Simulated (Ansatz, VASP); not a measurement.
# Two plane-wave programs on MgO

```
CELL_PARAMETERS angstrom
0.00000 2.10217 2.10217
2.10217 0.00000 2.10217
2.10217 2.10217 0.00000
ATOMIC_POSITIONS crystal
Mg 0.00000 0.00000 0.00000
O 0.50000 0.50000 0.50000
```

Alike in both runs: task single point; functional HSE06; k mesh 8 × 8 × 8; no spin polarisation.

|  | VASP | Ansatz |
| --- | --- | --- |
| version | VASP 6.6.1 | Ansatz 0.2.0 |
| potentials or method | VASP PAW PBE potentials, release 64 (Mg, O) | plane waves, PAW |
| plane-wave cutoff (eV) | 520 | 420 |
| occupations | gaussian, width 0.01 eV | fixed |
| valence electrons in the cell | 8 | 16 |

|  | VASP | Ansatz | Ansatz less VASP |
| --- | --- | --- | --- |
| gap on the k mesh at the Fermi level (eV) | 6.50 | 6.54 | +0.046 |
| pressure (GPa) | -0.6 | -0.3 | +0.30 |

VASP's potentials hold 8 valence electrons a cell and Ansatz's 16, so a difference there can come from the potentials and not from the codes. Ansatz's warnings: stress exchange threshold loose, stress scf threshold loose.
